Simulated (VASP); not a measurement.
# Si: single point with LDA

The system is Si.

```
Si
1.0
    -2.38242    2.38242    1.30530
     2.38242   -2.38242    1.30530
     2.38242    2.38242   -1.30530
Si
2
Direct
  0.29111 0.75088 0.45783
  0.45889 0.49912 0.04217
```

This cell differs from its parent crystal: atom 1 moved 0.45 Å.

```yaml
Program: VASP 6.6.1
Task: single point
Functional: LDA
Potentials_or_basis: VASP PAW LDA potentials, release 64 (Si)
Cutoff: 520 eV
k_mesh: 14 × 14 × 14
Occupations: gaussian, width 0.15 eV
Spin: no spin polarisation
```

The pressure is 12.9 GPa, the largest force is 5.505 eV/Å and the band gap on the k mesh is zero (bands 4 and 5 overlap by 5.95 eV).

Forces in eV/Å, atoms in the order of the input:
```
Si   5.365  0.011 -1.235
Si  -5.365 -0.011  1.235
```

Stress tensor (GPa, compression positive):
```
46.38 -0.12 -8.40
-0.12 -9.27  0.05
-8.40  0.05  1.53
```

Levels at points of the mesh, in eV from the Fermi level:
```tsv
k point	band 1	band 2	band 3	band 4	band 5	band 6	band 7	band 8	band 9
(0.00, 0.00, 0.00)	-14.13	-2.90	-2.23	-2.07	0.76	7.99	8.72	9.25	9.59
(0.50, 0.00, 0.00)	-8.10	-6.91	-2.33	-1.56	-1.41	0.80	4.83	5.88	8.71
(0.50, 0.00, 0.50)	-7.83	-7.29	-2.02	-1.58	-1.56	1.03	4.25	5.94	10.24
(0.00, 0.50, 0.50)	-8.11	-6.89	-2.37	-1.53	-1.40	0.78	4.84	5.86	8.71
(0.00, 0.50, 0.00)	-8.15	-6.84	-2.44	-1.41	-0.95	0.07	4.63	5.43	10.26
(0.50, 0.50, 0.00)	-11.83	-9.99	-0.87	1.02	2.54	2.97	7.28	8.59	9.88
(0.00, 0.00, 0.50)	-11.86	-9.94	-0.94	1.06	2.52	2.98	7.31	8.61	9.85
(0.50, 0.50, 0.50)	-9.74	-8.25	-6.90	-5.79	5.42	6.16	12.80	13.33	13.50
```

Wall time 5 min on 1 thread of AMD EPYC 9R14 (Zen 4), with other jobs on the host, peak memory 0.39 GiB.

Caveat: the cell differs from its parent crystal (atom 1 moved 0.45 Å); the stress differs along the axes, from -9 to 46 GPa; forces of over 1 eV/Å act on the atoms, so gaps and moduli don't describe the material at rest.
